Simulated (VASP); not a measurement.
Crystal: Sn.

```
Sn
1.0
    -1.70320    1.75155    2.30674
     1.70320   -1.75155    2.30674
     1.70320    1.75155   -2.30674
Sn
1
Cartesian
  0.0000 0.0000 0.0000
```

Base run:

| Property | Result |
| --- | --- |
| Program | VASP 6.6.1 |
| Functional | r2SCAN |
| Potentials or basis | VASP PAW PBE potentials, release 64 (Sn_d) |
| Cutoff | 520 eV |
| k mesh | 11 × 11 × 11 |
| Occupations | fermi-dirac, width 0.05 eV |
| Spin | no spin polarisation |

Its results: band gap on the k mesh zero (band 7 reaches 15.75 eV, above the bottom of band 8 at 5.97 eV); pressure -0.3 GPa.

**Question.** The run is repeated on the same cell with these changes: functional from r2SCAN to PBEsol. What comes out?

**Answer.** Band gap on the k mesh zero (band 7 reaches 15.16 eV, above the bottom of band 8 at 5.95 eV); pressure -1.9 GPa.

Caveats: the PAW data sets were made with another functional, which shifts forces and pressure a little; spin-orbit coupling is left out, which moves the levels of the heavy elements.
